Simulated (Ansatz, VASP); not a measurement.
One calculation of SrVO3, two programs

Contents of POSCAR:

```
SrVO3
1.0
    3.8409000000      0.0000000000      0.0000000000
    0.0000000000      3.8409000000      0.0000000000
    0.0000000000      0.0000000000      3.8409000000
Sr V O
1 1 3
Direct
    0.5000000000      0.5000000000      0.5000000000
    0.0000000000      0.0000000000      0.0000000000
    0.0000000000      0.0000000000      0.5000000000
    0.0000000000      0.5000000000      0.0000000000
    0.5000000000      0.0000000000      0.0000000000
```

INCAR.step1

```
SYSTEM = SrVO3
ALGO     = Normal         ! electronic algorithm
EDIFF    = 1E-4           ! SCF threshold, eV
ENCUT    = 520            ! plane-wave cutoff, eV
GGA      = PE             ! functional
ISMEAR   = -1             ! smearing method
ISPIN    = 2              ! spin polarisation
LASPH    = .True.         ! aspherical terms in the spheres
LCHARG   = .False.        ! write CHGCAR
LMAXMIX  = 4              ! l up to which the mixer works
LREAL    = .False.        ! projectors in reciprocal space
LWAVE    = .True.         ! write WAVECAR
MAGMOM   = 0 2 0 0 0      ! initial moments
NBANDS   = 32             ! bands
NELM     = 150            ! most SCF steps
PREC     = Accurate       ! precision mode
SIGMA    = 0.05           ! smearing width, eV
```

INCAR.step2

```
SYSTEM = SrVO3
ALGO     = Normal         ! electronic algorithm
EDIFF    = 1E-7           ! SCF threshold, eV
ENCUT    = 520            ! plane-wave cutoff, eV
ISIF     = 2              ! what is computed and relaxed
ISMEAR   = -1             ! smearing method
ISPIN    = 2              ! spin polarisation
ISTART   = 1            
LASPH    = .True.         ! aspherical terms in the spheres
LCHARG   = .False.        ! write CHGCAR
LMAXMIX  = 4              ! l up to which the mixer works
LMIXTAU  = .True.       
LORBIT   = 11             ! projections on sites
LREAL    = .False.        ! projectors in reciprocal space
LWAVE    = .False.        ! write WAVECAR
MAGMOM   = 0 2 0 0 0      ! initial moments
METAGGA  = R2SCAN         ! meta-GGA
NBANDS   = 32             ! bands
NELM     = 150            ! most SCF steps
PREC     = Accurate       ! precision mode
SIGMA    = 0.05           ! smearing width, eV
```

KPOINTS

```
k-points
0
Gamma
  7 7 7
  0 0 0
```

The input input.yaml:

```yaml
crystal:
  lattice:
    - [3.8409, 0.0, 0.0]
    - [0.0, 3.8409, 0.0]
    - [0.0, 0.0, 3.8409]
  atoms:
    - { symbol: Sr, position: [0.5, 0.5, 0.5] }
    - { symbol: V, position: [0.0, 0.0, 0.0], spin: 2.0 }
    - { symbol: O, position: [0.0, 0.0, 0.5] }
    - { symbol: O, position: [0.0, 0.5, 0.0] }
    - { symbol: O, position: [0.5, 0.0, 0.0] }
hamiltonian:
  xc: r2scan
  pseudopotentials: { kind: paw }
magnetization:
  spin_polarized: true
kpoints:
  mp_grid: { grid: [7, 7, 7] }
  band_path:
    path:
      - [[0.0, 0.0, 0.0], [0.0, 0.5, 0.0], [0.5, 0.5, 0.0], [0.0, 0.0, 0.0], [0.5, 0.5, 0.5], [0.0, 0.5, 0.0]]
      - [[0.5, 0.5, 0.0], [0.5, 0.5, 0.5]]
    npoints: 14
scf:
  occupations: { method: fermi_dirac, width: 0.05 }
  n_extra_bands: 12
output:
  forces: true
  stress: true
  eigenvalues: true
  fatbands: true
```

Alike in both runs: functional r2SCAN; k mesh 7 × 7 × 7; occupations fermi-dirac, width 0.05 eV; collinear spin.

|  | VASP | Ansatz |
| --- | --- | --- |
| version | VASP 6.6.1 | Ansatz 0.2.0 |
| potentials or method | VASP PAW PBE potentials, release 64 (Sr_sv, V_sv, O) | Ansatz PAW |
| plane-wave cutoff (eV) | 520 | 500 |
| valence electrons in the cell | 41 | 41 |
| task | single point | band structure |

VASP gave:

| Property | Result |
| --- | --- |
| gap on the k mesh at the Fermi level (eV) | none |
| pressure (GPa) | -1.2 |
| net moment per atom (μB) | 0.00 |
| size of the moment on the site where the two differ most (μB) | 0.00 |

Q: What did Ansatz give for the same quantities?

A: gap on the k mesh at the Fermi level (eV): none; pressure (GPa): 0.1; net moment per atom (μB): 0.20; size of the moment on the site where the two differ most (μB): 0.82.

The net moments are unlike, so the other rows may belong to different states. VASP's potentials were made for PBE, not for r2SCAN. Site moments also hang on the region over which each program counts them. A gap of «none» marks a metal or a gap that the smearing closes.

Noted on Ansatz's run: the magnetic or orbital state may not be the lowest.
